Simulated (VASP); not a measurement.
Ta:

```
Ta
1.0
    -1.69233    1.69233    1.69233
     1.69233   -1.69233    1.69233
     1.69233    1.69233   -1.69233
Ta
1
Direct
  0.00000 0.00000 0.00000
```

| Quantity | Value |
| --- | --- |
| Program | VASP 6.6.1 |
| Task | relaxation of cell and atoms |
| Functional | PBE |
| Potentials or basis | VASP PAW PBE potentials, release 64 (Ta_pv) |
| Cutoff | 500 eV |
| k mesh | 8 × 8 × 8 |
| Occupations | gaussian, width 0.1 eV |
| Spin | no spin polarisation |

At the start: pressure -11.9 GPa; volume 19.39 Å³/atom.

Question: How do energy, volume and symmetry change on relaxing?

Answer: Over 4 steps the energy falls by 50.6 meV/atom and the volume is 18.12 Å³/atom (-6.5 %); space group Im-3m (No. 229, to 0.05 Å).

The path:
| step | energy change (eV) | largest force (eV/Å) | pressure (GPa) | volume (Å³) |
| --- | --- | --- | --- | --- |
| 1 | 0.0000 | 0.0000 | -11.88 | 19.39 |
| 2 | 0.2305 | 0.0000 | 41.19 | 15.63 |
| 3 | -0.0504 | 0.0000 | -0.79 | 18.18 |
| 4 | -0.0506 | 0.0000 | -0.14 | 18.12 |

Final structure:
```cif
data_structure
_symmetry_space_group_name_H-M 'P 1'
_symmetry_Int_Tables_number 1
_cell_length_a 2.8659
_cell_length_b 2.8659
_cell_length_c 2.8659
_cell_angle_alpha 109.471
_cell_angle_beta 109.471
_cell_angle_gamma 109.471
_cell_volume 18.12
loop_
_atom_site_label
_atom_site_type_symbol
_atom_site_fract_x
_atom_site_fract_y
_atom_site_fract_z
_atom_site_occupancy
Ta1 Ta 0.00000 0.00000 0.00000 1
```
